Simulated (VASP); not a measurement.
# SrO (Fm-3m) in VASP: a series of runs

SrO is run at these levels: PBE, r2SCAN, HSE06; tasks: single point.

Program: VASP 6.6.1. These are calculated values, not measurements. Logs are shortened: lines on timing, memory, paths and dates and some standing lists are left out, and cuts for length are marked.

### 1 The cell of the first run

The structure is cubic, space group Fm-3m (No. 225). The conventional cell has a = 5.160 Å, b = 5.160 Å, c = 5.160 Å, α = 90.00°, β = 90.00°, γ = 90.00°. Within 3.4 Å of Sr (site symmetry m-3m) lie 6 O at 2.58 Å. O (site symmetry m-3m) has 6 Sr at 2.58 Å within 3.4 Å.

### 2 Single point, PBE

The input, INCAR:

```
SYSTEM = SrO
PREC = Accurate
ENCUT = 520
EDIFF = 1E-6
ISMEAR = 0
SIGMA = 0.01
LREAL = .FALSE.
LASPH = .TRUE.
NELM = 80
ALGO = Normal
ISIF = 2
LWAVE = .FALSE.
LCHARG = .FALSE.
GGA = PE
NBANDS = 15
```

The input, KPOINTS:

```
regular mesh
0
G
  6 6 6
  0 0 0
```

The input, POSCAR:

```
SrO
1.0
    0.0000000000      2.5798923266      2.5798923266
    2.5798923266      0.0000000000      2.5798923266
    2.5798923266      2.5798923266      0.0000000000
Sr O
1 1
Direct
    0.0000000000      0.0000000000      0.0000000000
    0.5000000000      0.5000000000      0.5000000000
```

Potentials or basis: VASP PAW PBE potentials, release 64 (Sr_sv, O).

The run is started by

```
$ cat potpaw_PBE.64/Sr_sv/POTCAR potpaw_PBE.64/O/POTCAR > POTCAR
$ mpirun -np 1 vasp_std > vasp.out
```

OUTCAR:

```text
SYSTEM = SrO
   PREC = Accurate
   ENCUT = 520
   EDIFF = 1E-6
   ISMEAR = 0
   LREAL = .FALSE.
   LASPH = .TRUE.
   NELM = 80
   ISIF = 2
   GGA = PE

 ion  position               nearest neighbor table
   1  0.000  0.000  0.000-   2 2.58   2 2.58   2 2.58   2 2.58   2 2.58   2 2.58
   2  0.500  0.500  0.500-   1 2.58   1 2.58   1 2.58   1 2.58   1 2.58   1 2.58

  LATTYP: Found a face centered cubic cell.
 ALAT       =     5.1597846532

  Lattice vectors:

 A1 = (   0.0000000000,   2.5798923266,   2.5798923266)
 A2 = (   2.5798923266,   0.0000000000,   2.5798923266)
 A3 = (   2.5798923266,   2.5798923266,   0.0000000000)

Analysis of symmetry for initial positions (statically):
=====================================================================
 Subroutine PRICEL returns:
 Original cell was already a primitive cell.

 Routine SETGRP: Setting up the symmetry group for a
 face centered cubic supercell.

 Subroutine GETGRP returns: Found 48 space group operations
 (whereof 48 operations were pure point group operations)
 out of a pool of 48 trial point group operations.

The static configuration has the point symmetry O_h .

Analysis of symmetry for dynamics (positions and initial velocities):
=====================================================================
 Subroutine PRICEL returns:
 Original cell was already a primitive cell.

 Routine SETGRP: Setting up the symmetry group for a
 face centered cubic supercell.

 Subroutine GETGRP returns: Found 48 space group operations
 (whereof 48 operations were pure point group operations)
 out of a pool of 48 trial point group operations.

The dynamic configuration has the point symmetry O_h .

 Subroutine INISYM returns: Found 48 space group operations
 (whereof 48 operations are pure point group operations),
 and found     1 'primitive' translations

----------------------------------------------------------------------------------------

                                     Primitive cell

  volume of cell :      34.3427

  direct lattice vectors                    reciprocal lattice vectors
     0.000000000  2.579892327  2.579892327    -0.193806538  0.193806538  0.193806538
     2.579892327  0.000000000  2.579892327     0.193806538 -0.193806538  0.193806538
     2.579892327  2.579892327  0.000000000     0.193806538  0.193806538 -0.193806538

  length of vectors
     3.648518718  3.648518718  3.648518718     0.335682770  0.335682770  0.335682770

  position of ions in fractional coordinates (direct lattice)
     0.000000000  0.000000000  0.000000000
     0.500000000  0.500000000  0.500000000

  ion indices of the primitive-cell ions
   primitive index   ion index
                 1           1
                 2           2

----------------------------------------------------------------------------------------

 KPOINTS: regular mesh

Automatic generation of k-mesh.
 Grid dimensions read from file:
 generate k-points for:    6    6    6

 Generating k-lattice:

  Cartesian coordinates                     Fractional coordinates (reciprocal lattice)
    -0.032301090  0.032301090  0.032301090     0.166666667  0.000000000  0.000000000
     0.032301090 -0.032301090  0.032301090     0.000000000  0.166666667  0.000000000
     0.032301090  0.032301090 -0.032301090     0.000000000  0.000000000  0.166666667

  Length of vectors
     0.055947128  0.055947128  0.055947128

  Shift w.r.t. Gamma in fractional coordinates (k-lattice)
     0.000000000  0.000000000  0.000000000

 Subroutine IBZKPT returns following result:
 ===========================================

 Found     16 irreducible k-points:

 Following reciprocal coordinates:
            Coordinates               Weight
  0.000000  0.000000  0.000000      1.000000
  0.166667  0.000000  0.000000      8.000000
  0.333333  0.000000  0.000000      8.000000
  0.500000  0.000000  0.000000      4.000000
  0.166667  0.166667  0.000000      6.000000
  0.333333  0.166667  0.000000     24.000000
[... 8 lines left out ...]
 -0.333333  0.333333  0.166667     24.000000
 -0.333333  0.500000  0.166667     12.000000
   k-points           NKPTS =     16   k-points in BZ     NKDIM =     16   number of bands    NBANDS=     15
   number of dos      NEDOS =    301   number of ions     NIONS =      2
   total plane-waves  NPLWV =  21952
   dimension x,y,z NGX =    28 NGY =   28 NGZ =   28
   dimension x,y,z NGXF=    56 NGYF=   56 NGZF=   56
   ions per type =               1   1
   NGX,Y,Z   is equivalent  to a cutoff of  12.76, 12.76, 12.76 a.u.
   NGXF,Y,Z  is equivalent  to a cutoff of  25.52, 25.52, 25.52 a.u.
 SYSTEM =  SrO
   PREC   = accura    normal or accurate (medium, high low for compatibility)
   ISTART =      0    job   : 0-new  1-cont  2-samecut
   ICHARG =      2    charge: 1-file 2-atom 10-const
   ISPIN  =      1    spin polarized calculation?
   LNONCOLLINEAR =      F non collinear calculations
   LSORBIT =      F    spin-orbit coupling
   LASPH  =      T    aspherical Exc in radial PAW
   ENCUT  =  520.0 eV  38.22 Ry    6.18 a.u.   6.78  6.78  6.78*2*pi/ulx,y,z
   NELM   =     80;   NELMIN=  2; NELMDL= -5     # of ELM steps
   EDIFF  = 0.1E-05   stopping-criterion for ELM
   LREAL  =      F    real-space projection
   EDIFFG = 0.1E-04   stopping-criterion for IOM
   NSW    =      0    number of steps for IOM
   IBRION =     -1    ionic relax: 0-MD 1-quasi-New 2-CG
   NFREE  =      0    steps in history (QN), initial steepest desc. (CG)
   ISIF   =      2    stress and relaxation
   ISYM   =      2    0-nonsym 1-usesym 2-fastsym
   POTIM  = 0.5000    time-step for ionic-motion
   TEBEG  =    0.0;   TEEND  =   0.0 temperature during run
   PSTRESS=    0.0 pullay stress
   NELECT =      16.0000    total number of electrons
   NUPDOWN=      -1.0000    fix difference up-down
   EMIN   =  10.00;   EMAX   =-10.00  energy-range for DOS
   EFERMI =   0.00;   METHOD = LEGACY
   ISMEAR =     0;   SIGMA  =   0.01  broadening in eV -4-tet -1-fermi 0-gaus
   EFERMI_NEDOS =   21; number of points for ismear=-14 and -15
   IALGO  =     38    algorithm
   IMIX   =      4    mixing-type and parameters
     AMIX     =   0.40;   BMIX     =  1.00
     AMIX_MAG =   1.60;   BMIX_MAG =  1.00
  volume/ion in A,a.u.               =      17.17       115.88
  Fermi-wavevector in a.u.,A,eV,Ry     =   1.269122  2.398292 21.914492  1.610670
  Thomas-Fermi vector in A             =   2.402180
   LORBIT       =      0    0 simple, 1 ext, 2 COOP (PROOUT), +10 PAW based schemes
   GGA     = PE    functional components
   LHFCALC =     F    Hartree Fock is set to
   AEXX    =    0.0000 exact exchange contribution
   IVDW    =     0    specifies the selected vdW correction
   LEPSILON=     F    determine dielectric tensor
   LRPA    =     F    only Hartree local field effects (RPA)
 non-spin polarized calculation
 Gauss-broadening in eV      SIGMA  =   0.01
  energy-cutoff  :      520.00
  volume of cell :       34.34
 maximum number of plane-waves:       941
   NGX = 13   NGY = 13   NGZ = 13

 number of electron      15.9999998 magnetization

 Free energy of the ion-electron system (eV)
  ---------------------------------------------------
  ext. energy  EPLUGINS =         0.00000000
  ---------------------------------------------------
  free energy    TOTEN  =       -12.04783292 eV

  energy without entropy =      -12.04783292  energy(sigma->0) =      -12.04783292

 E-fermi :   1.7333     XC(G=0):  -9.9776

 val. band max:        1.6149186290   @ k =   0.0000   0.0000   0.0000
 cond. band min:       4.8851513579   @ k =   0.5000   0.5000   0.0000
 fundamental gap:      3.2702327289
 Fermi energy:         1.7332915313

 k-point     1 :       0.0000    0.0000    0.0000
  band No.  band energies     occupation
      1     -30.8108      2.00000
      2     -13.4625      2.00000
      3     -12.4593      2.00000
      4     -12.4593      2.00000
      5     -12.4593      2.00000
      6       1.6149      2.00000
      7       1.6149      2.00000
      8       1.6149      2.00000
      9       5.5241      0.00000
     10       7.8024      0.00000
     11       7.8024      0.00000
     12       7.8024      0.00000
     13       9.9463      0.00000
     14       9.9463      0.00000
     15      14.2751      0.00000

 k-point     2 :       0.1667    0.0000    0.0000
  band No.  band energies     occupation
      1     -30.7782      2.00000
      2     -14.0238      2.00000
      3     -12.4796      2.00000
      4     -12.4796      2.00000
      5     -11.9782      2.00000
      6       0.8979      2.00000
      7       1.2927      2.00000
      8       1.2927      2.00000
      9       6.6686      0.00000
     10       7.6039      0.00000
     11       8.3299      0.00000
     12       8.3299      0.00000
     13      10.6317      0.00000
     14      10.6317      0.00000
     15      15.9094      0.00000

 k-point     3 :       0.3333    0.0000    0.0000
  band No.  band energies     occupation
      1     -30.7122      2.00000
      2     -14.7022      2.00000
      3     -12.5195      2.00000
      4     -12.5195      2.00000
      5     -11.4614      2.00000
      6      -0.1194      2.00000
      7       0.7404      2.00000
      8       0.7404      2.00000
      9       7.7723      0.00000
     10       8.8061      0.00000
     11       9.6050      0.00000
     12       9.6050      0.00000
     13      12.1727      0.00000
     14      12.1727      0.00000
     15      17.3514      0.00000
[... 199 lines left out ...]
 k-point    15 :      -0.3333    0.3333    0.1667
  band No.  band energies     occupation
      1     -30.6489      2.00000
      2     -14.4407      2.00000
      3     -12.9732      2.00000
      4     -12.8318      2.00000
      5     -11.7653      2.00000
      6       0.2995      2.00000
      7       0.9409      2.00000
      8       0.9998      2.00000
      9       7.7902      0.00000
     10       7.9158      0.00000
     11      10.5170      0.00000
     12      11.6418      0.00000
     13      12.9710      0.00000
     14      14.4772      0.00000
     15      15.2087      0.00000

 k-point    16 :      -0.3333    0.5000    0.1667
  band No.  band energies     occupation
      1     -30.6392      2.00000
      2     -14.0201      2.00000
      3     -13.2487      2.00000
      4     -12.9628      2.00000
      5     -12.0501      2.00000
      6       0.7401      2.00000
      7       1.1398      2.00000
      8       1.2690      2.00000
      9       6.2500      0.00000
     10       9.1486      0.00000
     11       9.9956      0.00000
     12      12.5293      0.00000
     13      12.6343      0.00000
     14      14.4600      0.00000
     15      14.9889      0.00000

------------------------ aborting loop because EDIFF is reached ----------------------------------------

  FORCE on cell =-STRESS in cart. coord.  units (eV):
  Direction    XX          YY          ZZ          XY          YZ          ZX
  --------------------------------------------------------------------------------------
  -------------------------------------------------------------------------------------
  Total        0.5065889      0.5065889      0.5065889      0.0000000     -0.0000000      0.0000000
  in kB       23.6336889     23.6336889     23.6336889      0.0000000     -0.0000000      0.0000000
  external PRESSURE =      23.6336889 kB  Pullay stress =       0.0000000 kB

 VOLUME and BASIS-vectors are now :
 -----------------------------------------------------------------------------
  energy-cutoff  :      520.00
  volume of cell :       34.34
      direct lattice vectors                 reciprocal lattice vectors
     0.000000000  2.579892327  2.579892327    -0.193806538  0.193806538  0.193806538
     2.579892327  0.000000000  2.579892327     0.193806538 -0.193806538  0.193806538
     2.579892327  2.579892327  0.000000000     0.193806538  0.193806538 -0.193806538

 POSITION                                       TOTAL-FORCE (eV/Angst)
 -----------------------------------------------------------------------------------
      0.00000      0.00000      0.00000        -0.000000     -0.000000     -0.000000
      2.57989      2.57989      2.57989         0.000000      0.000000      0.000000
 -----------------------------------------------------------------------------------
    total drift:                                0.000000      0.000000      0.000000

  FREE ENERGIE OF THE ION-ELECTRON SYSTEM (eV)
  ---------------------------------------------------
  free  energy   TOTEN  =       -12.0478329232 eV

  energy  without entropy=      -12.0478329232  energy(sigma->0) =      -12.04783292
```

Wall time 6.1 s (1 thread of Intel Xeon 6975P-C (Granite Rapids), shared host); peak memory 0.15 GiB.

What came out:

| Item | Value |
| --- | --- |
| Free energy | -12.0478 eV |
| Pressure | 2.4 GPa |
| Band gap on the k mesh | 3.27 eV, indirect (least direct gap 3.37 eV) |

Levels at points of the mesh, in eV from the valence-band top:
| k point | band 6 | band 7 | band 8 | band 9 | band 10 | band 11 |
| --- | --- | --- | --- | --- | --- | --- |
| (0.00, 0.00, 0.00) | 0.00 | 0.00 | 0.00 | 3.91 | 6.19 | 6.19 |
| (0.50, 0.00, 0.00) | -2.15 | -1.12 | -1.12 | 6.51 | 8.37 | 8.79 |
| (0.50, 0.50, 0.00) | -0.45 | -0.09 | -0.09 | 3.27 | 7.73 | 10.11 |

### 3 Single point, PBE

The input, INCAR:

```
PREC = Accurate ; ENCUT = 520
EDIFF = 1E-6 ; ISMEAR = 0
SIGMA = 0.01 ; LREAL = F
LASPH = T ; NELM = 80
ALGO = Normal ; ISIF = 2
LWAVE = F ; LCHARG = T
GGA = PE ; LELF = T
LVHAR = T ; NBANDS = 15
```

The input, KPOINTS:

```
Automatic mesh
0
Gamma
  6 6 6
```

POSCAR is that of step 2.

Potentials or basis: VASP PAW PBE potentials, release 64 (Sr_sv, O).

The run is started by

```
$ cat potpaw_PBE.64/Sr_sv/POTCAR potpaw_PBE.64/O/POTCAR > POTCAR
$ mpirun -np 1 vasp_std > vasp.out
```

It took 6.2 s on 1 thread of Intel Xeon 6975P-C (Granite Rapids), shared host; peak memory 0.16 GiB.

Results (log left out):

```yaml
Free_energy: -12.0478 eV
Pressure: 2.4 GPa
Band_gap_on_the_k_mesh: 3.27 eV, indirect (least direct gap 3.37 eV)
```

Levels at points of the mesh, in eV from the valence-band top:
| k point | band 4 | band 5 | band 6 | band 7 | band 8 | band 9 | band 10 | band 11 | band 12 | band 13 |
| --- | --- | --- | --- | --- | --- | --- | --- | --- | --- | --- |
| (0.00, 0.00, 0.00) | -14.07 | -14.07 | 0.00 | 0.00 | 0.00 | 3.91 | 6.19 | 6.19 | 6.19 | 8.33 |
| (0.50, 0.00, 0.00) | -14.15 | -12.89 | -2.15 | -1.12 | -1.12 | 6.51 | 8.37 | 8.79 | 8.79 | 11.81 |
| (0.50, 0.50, 0.00) | -14.43 | -14.43 | -0.45 | -0.09 | -0.09 | 3.27 | 7.73 | 10.11 | 10.29 | 11.01 |

### 4 Single point, r2SCAN

POSCAR is that of step 3.

The input, INCAR.step1:

```
SYSTEM = SrO
  PREC = Accurate
  ENCUT = 520
  ISMEAR = 0
  SIGMA = 0.01
  LREAL = .False.
  LASPH = .True.
  NELM = 100
  NBANDS = 15
  GGA = PE
  ALGO = Normal
  EDIFF = 1E-4
  LWAVE = .True.
  LCHARG = .False.
```

The input, INCAR.step2:

```
SYSTEM = SrO
  PREC = Accurate
  ENCUT = 520
  EDIFF = 1E-6
  ISMEAR = 0
  SIGMA = 0.01
  LREAL = .False.
  LASPH = .True.
  NELM = 100
  ALGO = Normal
  ISIF = 2
  LWAVE = .False.
  LCHARG = .False.
  METAGGA = R2SCAN
  LMIXTAU = .True.
  NBANDS = 15
  ISTART = 1
```

The input, KPOINTS:

```
Automatic mesh
0
Gamma
  6 6 6
  0 0 0
```

The run is started by

```
$ cat potpaw_PBE.64/Sr_sv/POTCAR potpaw_PBE.64/O/POTCAR > POTCAR
$ cp INCAR.step1 INCAR
$ mpirun -np 1 vasp_std > vasp.out
$ cp INCAR.step2 INCAR
$ mpirun -np 1 vasp_std > vasp.out
```

Wall time 24 s (1 thread of Intel Xeon 6975P-C (Granite Rapids), shared host); peak memory 0.16 GiB.

It converged, with:

| Property | Result |
| --- | --- |
| Free energy | -27.0556 eV |
| Pressure | 0.5 GPa |
| Band gap on the k mesh | 3.75 eV, indirect (least direct gap 3.84 eV) |

Levels at points of the mesh, in eV from the valence-band top:
```csv
k point,band 4,band 5,band 6,band 7,band 8,band 9,band 10,band 11,band 12,band 13
"(0.00, 0.00, 0.00)",-14.54,-14.54,0.00,0.00,0.00,4.58,6.75,6.75,6.75,9.05
"(0.50, 0.00, 0.00)",-14.62,-13.53,-2.10,-1.11,-1.11,7.07,8.99,9.42,9.42,12.58
"(0.50, 0.50, 0.00)",-14.89,-14.89,-0.45,-0.09,-0.09,3.75,8.44,10.85,11.02,11.63
```

Caveat: the PAW data sets were made with another functional, which shifts forces and pressure a little. r2SCAN opens gaps a little over a GGA but as a rule still falls short of measured ones.

(Part 1 of 2 ends here.)
